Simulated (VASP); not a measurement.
**Ti: single point with PBE**

Ti, a slab with vacuum:

```
Ti
1.0
     4.60398    0.00000    0.00000
    -2.30199    3.98716    0.00000
     0.00000    0.00000   18.69892
Ti
6
Direct
  0.66667 0.33333 0.37435
  0.33333 0.66667 0.42461
  0.00000 0.00000 0.47487
  0.66667 0.33333 0.51904
  0.33333 0.66667 0.55802
  0.00000 0.00000 0.61485
```

```
Program             : VASP 6.6.1
Task                : single point
Functional          : PBE
Potentials or basis : VASP PAW PBE potentials, release 64 (Ti_sv)
Cutoff              : 520 eV
k mesh              : 9 × 9 × 1
Occupations         : gaussian, width 0.1 eV
Spin                : no spin polarisation
```

| Quantity | Value |
| --- | --- |
| Largest force | 0.564 eV/Å |
| Band gap on the k mesh | zero (bands 36 and 37 overlap by 0.26 eV) |

Forces on the atoms (eV/Å):
```
Ti   0.000  0.000  0.160
Ti   0.000  0.000  0.430
Ti   0.000  0.000 -0.564
Ti   0.000  0.000 -0.008
Ti   0.000  0.000  0.000
Ti   0.000  0.000 -0.018
```

Levels at points of the mesh, in eV from the Fermi level:
```csv
k point,band 32,band 33,band 34,band 35,band 36,band 37,band 38,band 39,band 40,band 41
"(0.00, 0.00, 0.00)",-0.64,-0.45,-0.45,-0.16,-0.16,-0.13,0.04,0.04,0.54,0.61
```

Wall time 7.1 min on 1 thread of AMD EPYC 7R13 Processor (Zen 3), on a shared host, peak memory 0.43 GiB.
